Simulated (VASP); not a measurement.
Input of a VASP 6.6.1 run:

POSCAR

```
CdS
1.0
   -0.1956642113      2.6895380501      2.6895380501
    2.6895380501     -0.1956642113      2.6895380501
    2.6895380501      2.6895380501     -0.1956642113
Cd S
1 1
Direct
    0.0000000000      0.0000000000      0.0000000000
    0.5000000000      0.5000000000      0.5000000000
```

INCAR.step1

```
SYSTEM = CdS
ALGO     = Normal         ! electronic algorithm
EDIFF    = 1E-4           ! SCF threshold, eV
ENCUT    = 520            ! plane-wave cutoff, eV
GGA      = PE             ! functional
ISMEAR   = -1             ! smearing method
LASPH    = .TRUE.         ! aspherical terms in the spheres
LCHARG   = .FALSE.        ! write CHGCAR
LREAL    = .FALSE.        ! projectors in reciprocal space
LWAVE    = .TRUE.         ! write WAVECAR
NBANDS   = 16             ! bands
NELM     = 60             ! most SCF steps
PREC     = Accurate       ! precision mode
SIGMA    = 0.02           ! smearing width, eV
```

Contents of INCAR.step2:

```
SYSTEM = CdS
ALGO     = Normal         ! electronic algorithm
EDIFF    = 1E-6           ! SCF threshold, eV
ENCUT    = 520            ! plane-wave cutoff, eV
ISIF     = 2              ! what is computed and relaxed
ISMEAR   = -1             ! smearing method
ISTART   = 1            
LASPH    = .TRUE.         ! aspherical terms in the spheres
LCHARG   = .TRUE.         ! write CHGCAR
LELF     = .TRUE.         ! ELF
LMIXTAU  = .TRUE.       
LREAL    = .FALSE.        ! projectors in reciprocal space
LVHAR    = .TRUE.       
LWAVE    = .FALSE.        ! write WAVECAR
METAGGA  = R2SCAN         ! meta-GGA
NBANDS   = 16             ! bands
NELM     = 60             ! most SCF steps
PREC     = Accurate       ! precision mode
SIGMA    = 0.02           ! smearing width, eV
```

KPOINTS

```
k-points
0
G
  8 8 8
  0 0 0
```

Potentials or basis: VASP PAW PBE potentials, release 64 (Cd, S).

Command:

```sh
$ cat potpaw_PBE.64/Cd/POTCAR potpaw_PBE.64/S/POTCAR > POTCAR
$ cp INCAR.step1 INCAR
$ mpirun -np 1 vasp_std > vasp.out
$ cp INCAR.step2 INCAR
$ mpirun -np 1 vasp_std > vasp.out
```

Problem. Estimate the band gap on the k mesh.

Solution. 0.51 eV (least direct gap 1.30 eV).

Problem. Estimate the pressure.

Solution. -4.2 GPa.

Stress tensor (GPa, compression positive):
```
-4.19  2.26  2.26
 2.26 -4.19  2.26
 2.26  2.26 -4.19
```

Caveat: the cell differs from its parent crystal (epitaxial 111 strain +5.8%); the cell stands under tension; the PAW data sets were made with another functional, which shifts forces and pressure a little. A k mesh can miss the band edges.
